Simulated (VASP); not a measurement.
Here is a VASP 6.6.1 calculation.

File INCAR:

```
SYSTEM = Au
PREC = Accurate
ENCUT = 600
EDIFF = 1E-7
ISMEAR = -1
SIGMA = 0.05
LREAL = .FALSE.
LASPH = .TRUE.
NELM = 60
ALGO = Normal
ISIF = 3
LWAVE = .FALSE.
LCHARG = .FALSE.
IBRION = 2
NSW = 80
EDIFFG = -0.02
```

Contents of KPOINTS:

```
regular mesh
0
G
  7 7 7
  0 0 0
```

Contents of POSCAR:

```
Au
1.0
    0.0000000000      2.0350000000      2.0350000000
    2.0350000000      0.0000000000      2.0350000000
    2.0350000000      2.0350000000      0.0000000000
Au
1
Direct
    0.0000000000      0.0000000000      0.0000000000
```

Potentials or basis: VASP PAW LDA potentials, release 64 (Au).

Command:

```bash
$ cat potpaw_LDA.64/Au/POTCAR > POTCAR
$ mpirun -np 1 vasp_std > vasp.out
```

(1) Predict the relaxed volume.

(2) What does it give for the band gap on the k mesh?

(3) Estimate the space group after relaxing (to 0.1 Å).

(4) Predict the relaxed cell.

## Answers

(1) 16.61 Å³/atom.

(2) zero (an odd number of electrons rules out a gap without spin polarisation).

(3) Fm-3m (No. 225).

(4) a = 2.864 Å, b = 2.864 Å, c = 2.864 Å, α = 60.00°, β = 60.00°, γ = 60.00°.

Caveat: the k points lie up to 0.38 Å⁻¹ apart in the final cell, too coarse for converged energies and pressures of a metal; spin-orbit coupling is left out, which moves the levels of the heavy elements.
